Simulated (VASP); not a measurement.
Ti12H (a cell with a defect): relaxation of the atoms with PBE+D3(BJ)

Crystal: Ti12H (a cell with a defect).

```xyz
13
Lattice="5.9000 0.0000 0.0000 -4.4250 7.6643 0.0000 0.0000 0.0000 4.6846" Properties=species:S:1:pos:R:3 pbc="T T T"
Ti    0.0000    0.0000    0.0000
Ti    0.0000    1.7032    2.3423
Ti   -1.4750    2.5548    0.0000
Ti   -1.4750    4.2580    2.3423
Ti   -2.9500    5.1095    0.0000
Ti   -2.9500    6.8127    2.3423
Ti    2.9500    0.0000    0.0000
Ti    2.9500    1.7032    2.3423
Ti    1.4750    2.5548    0.0000
Ti    1.4750    4.2580    2.3423
Ti    0.0000    5.1095    0.0000
Ti    0.0000    6.8127    2.3423
H     1.4380    2.5591    1.7957
```

```yaml
Program: VASP 6.6.1
Task: relaxation of the atoms
Functional: PBE
Dispersion: D3(BJ)
Potentials_or_basis: VASP PAW PBE potentials, release 64 (Ti_sv, H)
Cutoff: 520 eV
k_mesh: 3 × 2 × 4
Occupations: fermi-dirac, width 0.05 eV
Spin: no spin polarisation
Dipole_correction: no
Further_INCAR_settings: ALGO = Normal; EDIFF = 1e-07; IBRION = 2; EDIFFG = -0.03; NSW = 80
```

- Energy gained by relaxing: 8.0 meV/atom
- Ionic steps: 10
- Pressure after relaxing: -5.8 GPa
- Largest force after relaxing: 0.029 eV/Å
- Dispersion energy per atom: -0.561 eV

Forces in eV/Å, atoms in the order of the input:
```
Ti   0.007  0.008 -0.018
Ti   0.016  0.024  0.004
Ti   0.003 -0.007  0.001
Ti   0.014  0.010 -0.009
Ti   0.004 -0.004  0.003
Ti   0.005 -0.004 -0.008
Ti  -0.017 -0.021 -0.005
Ti  -0.009  0.011 -0.005
Ti   0.002 -0.002  0.010
Ti   0.001  0.014  0.015
Ti  -0.006  0.006  0.009
Ti  -0.001 -0.015 -0.001
H   -0.018 -0.021  0.004
```

Stress tensor (GPa, compression positive):
```
-6.13  0.06  0.02
 0.06 -6.11  0.08
 0.02  0.08 -5.18
```

The path:
| step | energy change (eV) | largest force (eV/Å) | pressure (GPa) |
| --- | --- | --- | --- |
| 1 | 0.0000 | 0.8879 | -5.50 |
| 2 | -0.0808 | 0.3210 | -5.73 |
| 3 | -0.0916 | 0.1868 | -5.80 |
| 4 | -0.0963 | 0.0985 | -5.80 |
| 5 | -0.0988 | 0.1398 | -5.79 |
| 6 | -0.0989 | 0.1271 | -5.80 |
| 7 | -0.1007 | 0.0815 | -5.80 |
| 8 | -0.1017 | 0.0510 | -5.80 |
| 9 | -0.1030 | 0.0368 | -5.80 |
| 10 | -0.1039 | 0.0292 | -5.81 |

Final structure:
```
Ti H
1.0
     5.90000    0.00000    0.00000
    -4.42500    7.66432    0.00000
     0.00000    0.00000    4.68460
Ti H
12 1
Direct
  0.99427 0.99635 0.99135
  0.15397 0.21666 0.50490
  0.99726 0.33157 0.99781
  0.16598 0.55548 0.50215
  0.00519 0.67059 0.00100
  0.16911 0.89029 0.49736
  0.50258 0.99996 0.99461
  0.66932 0.21754 0.50580
  0.49757 0.33211 0.99386
  0.67606 0.56584 0.51074
  0.49820 0.66756 0.99786
  0.66345 0.88728 0.49458
  0.50119 0.33599 0.39129
```

Levels at points of the mesh, in eV from the Fermi level:
```csv
k point,band 69,band 70,band 71,band 72,band 73,band 74,band 75,band 76
"(0.00, 0.00, 0.00)",-0.71,-0.61,0.11,0.18,0.36,0.43,0.52,0.56
"(0.00, 0.50, 0.00)",-0.47,-0.36,-0.15,0.00,0.13,0.22,0.41,0.42
"(0.00, 0.00, 0.50)",-0.63,-0.63,-0.19,-0.06,0.06,0.08,0.09,0.13
"(0.00, 0.50, 0.50)",-0.46,-0.41,-0.37,-0.33,-0.05,0.06,0.08,0.09
```

It took 40 min on 1 thread of AMD EPYC 9R45 96-Core Processor (Zen 5), with other jobs on the host, peak memory 0.43 GiB.

Caveat: the k points lie up to 0.41 Å⁻¹ apart.
